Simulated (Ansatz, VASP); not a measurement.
P: VASP beside Ansatz

The input POSCAR:

```
P
1.0
    3.2841012764      0.0000000000      0.0000000000
    0.0000000000      4.3259533917      0.0000000000
    0.0000000000      0.0000000000     18.1262871622
P
4
Direct
    0.0000000000      0.0786216009      0.4413479676
    0.5000000000      0.4213783991      0.4413479676
    0.5000000000      0.5786216009      0.5586520324
    0.0000000000      0.9213783991      0.5586520324
```

INCAR.step1

```
SYSTEM = P
ALGO = Normal
DIPOL = 0.5 0.5 0.500
EDIFF = 1E-5
ENCUT = 400
GGA = PE
GGA_COMPAT = .False.
IDIPOL = 3
ISIF = 2
ISMEAR = 0
LASPH = .True.
LCHARG = .False.
LDIPOL = .True.
LREAL = .False.
LWAVE = .True.
NBANDS = 18
NELM = 120
NELMDL = -8
PREC = Accurate
SIGMA = 0.03
```

Contents of INCAR.step2:

```
SYSTEM = P
ALGO = Normal
DIPOL = 0.5 0.5 0.500
EDIFF = 1E-6
ENCUT = 400
GGA = PE
GGA_COMPAT = .False.
HFSCREEN = 0.2079
IDIPOL = 3
ISIF = 2
ISMEAR = 0
ISTART = 1
LASPH = .True.
LCHARG = .False.
LDIPOL = .True.
LHFCALC = .True.
LREAL = .False.
LWAVE = .False.
NBANDS = 18
NELM = 120
PREC = Accurate
PRECFOCK = Normal
SIGMA = 0.03
```

The input KPOINTS:

```
k-points
0
Gamma
  6 4 1
  0 0 0
```

Input for Ansatz:

```yaml
crystal:
  lattice:
    - [3.2841012764, 0.0, 0.0]
    - [0.0, 4.3259533917, 0.0]
    - [0.0, 0.0, 18.1262871622]
  atoms:
    - { symbol: P, position: [0.0, 0.0786216009, 0.4413479676] }
    - { symbol: P, position: [0.5, 0.4213783991, 0.4413479676] }
    - { symbol: P, position: [0.5, 0.5786216009, 0.5586520324] }
    - { symbol: P, position: [0.0, 0.9213783991, 0.5586520324] }
basis:
  ecutwfc: 420
kpoints:
  mp_grid: { grid: [6, 4, 1] }
hamiltonian:
  xc: hse06
  pseudopotentials: { kind: paw, azcp: { folder: soft_1 } }
scf:
  occupations: { method: gaussian, width: 0.03 }
  n_extra_bands: 7
  max_iter: 160
output:
  eigenvalues: true
  write_density: true
  write_potential: true
  elf: true
  volumetric_format: npy
efield:
  axis: 3
  dipole_correction: true
```

Alike in both runs: task single point; functional HSE06; k mesh 6 × 4 × 1; occupations gaussian, width 0.03 eV; no spin polarisation.

|  | VASP | Ansatz |
| --- | --- | --- |
| version | VASP 6.6.1 | Ansatz 0.2.0 |
| potentials or method | VASP PAW PBE potentials, release 64 (P), cutoff 400 eV | scalar-relativistic, plane waves, PAW |
| valence electrons in the cell | 20 | 20 |

|  | VASP | Ansatz | Ansatz less VASP |
| --- | --- | --- | --- |
| gap on the k mesh at the Fermi level (eV) | 1.28 | 1.26 | -0.020 |
| least direct gap on the mesh (eV) | 1.28 | 1.26 | -0.020 |

With one functional, cell and mesh, what is left measures potentials, basis and numerics. Ansatz's warnings: xc potential rough in thin density.
